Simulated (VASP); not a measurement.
Here is a VASP 6.6.1 calculation.

INCAR

```
  PREC = Accurate
  ENCUT = 520
  EDIFF = 1E-7
  ISMEAR = 0
  SIGMA = 0.1
  LREAL = False
  LASPH = True
  NELM = 150
  ALGO = Fast
  ISIF = 2
  LWAVE = False
  LCHARG = False
  ISPIN = 2
  MAGMOM = 4 4 4 4 4 4 0 0
  LORBIT = 11
  LMAXMIX = 4
  GGA = PE
  NBANDS = 59
```

The input KPOINTS:

```
regular mesh
0
Gamma
  6 6 4
```

POSCAR

```
Mn3O
1.0
    4.9391416790      0.0000000000      0.0000000000
   -2.4695708395      4.2774221669      0.0000000000
    0.0000000000      0.0000000000      4.0263130047
Mn O
6 2
Direct
    0.3410882343      0.1705441172      0.7500000000
    0.8294558828      0.1705441172      0.7500000000
    0.8294558828      0.6589117657      0.7500000000
    0.6589117657      0.8294558828      0.2500000000
    0.1705441172      0.8294558828      0.2500000000
    0.1705441172      0.3410882343      0.2500000000
    0.6666666667      0.3333333333      0.2500000000
    0.3333333333      0.6666666667      0.7500000000
```

Potentials or basis: VASP PAW PBE potentials, release 64 (Mn_pv, O).

Launch:

```console
$ cat potpaw_PBE.64/Mn_pv/POTCAR potpaw_PBE.64/O/POTCAR > POTCAR
$ mpirun -np 1 vasp_std > vasp.out
```

Estimate the largest force.

0.882 eV/Å.

Predict the net moment.

9.93 μB per cell.

Stress tensor (GPa, compression positive):
```
  1.56   0.00   0.00
  0.00   1.56   0.00
  0.00   0.00 -10.07
```

Caveat: the k points lie up to 0.39 Å⁻¹ apart; the cell differs from its parent crystal (Te replaced by O, lengths x 0.922, strained); only a ferromagnetic start was run, and an antiferromagnetic order may lie lower in energy.
